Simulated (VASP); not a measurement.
Here is a VASP 6.6.1 calculation.

The input INCAR:

```
PREC     = Accurate       # precision mode
ENCUT    = 520            # plane-wave cutoff, eV
EDIFF    = 1E-7           # SCF threshold, eV
ISMEAR   = 0              # smearing method
SIGMA    = 0.1            # smearing width, eV
LREAL    = False          # projectors in reciprocal space
LASPH    = True           # aspherical terms in the spheres
NELM     = 60             # most SCF steps
ALGO     = Fast           # electronic algorithm
ISIF     = 2              # what is computed and relaxed
LWAVE    = False          # write WAVECAR
LCHARG   = False          # write CHGCAR
GGA      = PE             # functional
NBANDS   = 13             # bands
```

Contents of KPOINTS:

```
regular mesh
0
Gamma
  14 14 14
```

File POSCAR:

```
AlCo
1.0
    2.8230933387      0.0000000000      0.0000000000
    0.0000000000      2.8230933387      0.0000000000
    0.0000000000      0.0000000000      2.8230933387
Al Co
1 1
Direct
    0.0000000000      0.0000000000      0.0000000000
    0.5000000000      0.5000000000      0.5000000000
```

Potentials or basis: VASP PAW PBE potentials, release 64 (Al, Co).

Command:

```console
$ cat potpaw_PBE.64/Al/POTCAR potpaw_PBE.64/Co/POTCAR > POTCAR
$ mpirun -np 1 vasp_std > vasp.out
```

Task: What does it give for the pressure?

Result: 5.5 GPa.

Task: Predict the band gap on the k mesh.

Result: Zero (band 6 reaches 13.35 eV, above the bottom of band 7 at 10.72 eV).

 Spin polarisation is off, so any magnetic state and its effect on volume and gap are missing.
